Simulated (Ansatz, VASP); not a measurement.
**Lu in VASP and in Ansatz**

```
CELL_PARAMETERS angstrom
-1.96288 1.96288 1.96288
1.96288 -1.96288 1.96288
1.96288 1.96288 -1.96288
ATOMIC_POSITIONS crystal
Lu 0.00000 0.00000 0.00000
```

Change from the starting cell: volume scaled by 1.02.

Alike in both runs: task single point; functional PBE; k mesh 15 × 15 × 15; occupations fermi-dirac, width 0.08 eV; no spin polarisation.

|  | VASP | Ansatz |
| --- | --- | --- |
| version | VASP 6.6.1 | Ansatz 0.2.0 |
| potentials or method | VASP PAW PBE potentials, release 64 (Lu), cutoff 520 eV | all-electron LAPW, scalar-relativistic |

VASP gave:

| Quantity | Value |
| --- | --- |
| pressure (GPa) | -0.7 |

Q: Which values does Ansatz return?

A: Pressure (GPa): -0.8.

Ansatz ran all-electron here, and VASP with PAW potentials.

Spin-orbit coupling is off throughout.
